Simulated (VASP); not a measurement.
A run of VASP 6.6.1 is set up as follows.

Contents of INCAR:

```
SYSTEM = CF4
ALGO     = Normal         ! electronic algorithm
EDIFF    = 1E-7           ! SCF threshold, eV
ENCUT    = 520            ! plane-wave cutoff, eV
GGA      = CA             ! functional
ISIF     = 2              ! what is computed and relaxed
ISMEAR   = -1             ! smearing method
LASPH    = .TRUE.         ! aspherical terms in the spheres
LCHARG   = .FALSE.        ! write CHGCAR
LREAL    = Auto         
LWAVE    = .FALSE.        ! write WAVECAR
NBANDS   = 154            ! bands
NELM     = 100            ! most SCF steps
PREC     = Accurate       ! precision mode
SIGMA    = 0.02           ! smearing width, eV
```

File KPOINTS:

```
k-points
0
G
  1 1 1
  0 0 0
```

POSCAR

```
CF4
1.0
    8.9958830000      0.0000000000      0.0000000000
    0.0000000000      8.9958830000      0.0000000000
    0.0000000000      0.0000000000      8.9958830000
C F
8 32
Direct
    0.8985443675      0.4448590539      0.8191191459
    0.3330412368      0.2867756284      0.1674321465
    0.8054351085      0.8890733683      0.4729607977
    0.8058241753      0.4400235085      0.2395540271
    0.6311665014      0.9181978023      0.9957221542
    0.2296050315      0.1600065274      0.7004537520
    0.2031484847      0.7633714222      0.0567037166
    0.2152206737      0.6435832925      0.5597782897
    1.0066493751      0.4818537547      0.9116837113
    0.7911396802      0.3624991566      0.8918413012
    0.8336924791      0.5532530825      0.7601143768
    0.9606839040      0.3647112796      0.7151715957
    0.3702582615      0.4144117926      0.2263035213
    0.4255168726      0.2715909044      0.0521905409
    0.3500156683      0.1791486172      0.2666330809
    0.1921323343      0.3001484123      0.1277028614
    0.8685084055      0.8425632036      0.6014195605
    0.7009206322      0.9869514755      0.5089995057
    0.9055253386      0.9491452924      0.3891891435
    0.7389824879      0.7681069218      0.4025508113
    0.9034577262      0.5137572376      0.3263381705
    0.7062008254      0.3726704760      0.3150885800
    0.7424396249      0.5409141048      0.1423651241
    0.8871391502      0.3466141123      0.1658647628
    0.6596239635      0.8958097832      1.1393434085
    0.5668370742      0.7940632398      0.9476112573
    0.5262963069      1.0200443914      0.9808153352
    0.7462302478      0.9423310641      0.9187869607
    0.1776590469      0.2160099237      0.8311468702
    0.1248237666      0.0663192263      0.6481520491
    0.2679003273      0.2674667956      0.6119243658
    0.3599868962      0.0803478658      0.7300672986
    0.2367527457      0.8204753219      0.1898979789
    0.0566036708      0.7541227470      0.0533132768
    0.2422552628      0.8558470580     -0.0597495543
    0.2607748456      0.6300326494      0.0244445153
    0.2718132283      0.7603811655      0.6121022250
    0.1599175979      0.5599894974      0.6595016854
    0.0950101285      0.6849577746      0.4708264881
    0.3049172605      0.5733733976      0.4783299205
```

Potentials or basis: VASP PAW LDA potentials, release 64 (C, F).

The run is started by

```bash
$ cat potpaw_LDA.64/C/POTCAR potpaw_LDA.64/F/POTCAR > POTCAR
$ mpirun -np 1 vasp_gam > vasp.out
```

Q: Predict the pressure.

A: 0.6 GPa.

Q: Predict the band gap on the k mesh.

A: 8.40 eV.

Forces in eV/Å, atoms in the order of the input:
```
C    0.041 -2.806  1.705
C    0.423  0.813 -0.236
C   -1.132 -1.783  1.052
C    1.496  2.654 -1.134
C   -2.957 -1.670  1.156
C    0.889 -1.636  2.210
C   -0.609  0.727 -1.560
C   -3.741  0.867 -2.304
F   -0.239  0.441  0.636
F    1.151  0.410 -0.445
F   -1.310  3.140 -1.034
F    0.129 -1.234 -1.037
F    0.414  1.173  1.220
F   -0.646 -0.842 -0.107
F   -0.046 -0.250 -0.360
F   -0.180 -0.771 -0.472
F   -0.345 -0.003 -0.812
F   -0.024 -0.106 -0.349
F    0.490  0.213 -0.739
F    1.003  1.681  0.910
F   -0.853  0.182  0.229
F   -1.394 -0.544  0.990
F    0.425 -1.027  1.094
F    0.339 -1.260 -1.080
F    0.551  0.567  0.183
F   -0.099 -1.207 -0.446
F    0.341  1.142  0.101
F    2.232  1.030 -1.019
F    0.628 -0.462 -1.071
F    1.059  0.979 -0.081
F   -0.538  0.247 -0.675
F   -1.949  0.747 -0.338
F    0.821 -0.611 -1.038
F   -0.479 -0.288 -0.006
F    0.123 -0.571  1.620
F    0.126  0.768  0.970
F    1.508  2.766  1.500
F   -0.727 -1.724  2.515
F    0.585  0.042  0.170
F    2.495 -1.793 -1.919
```

Caveat: the k points lie up to 0.70 Å⁻¹ apart.
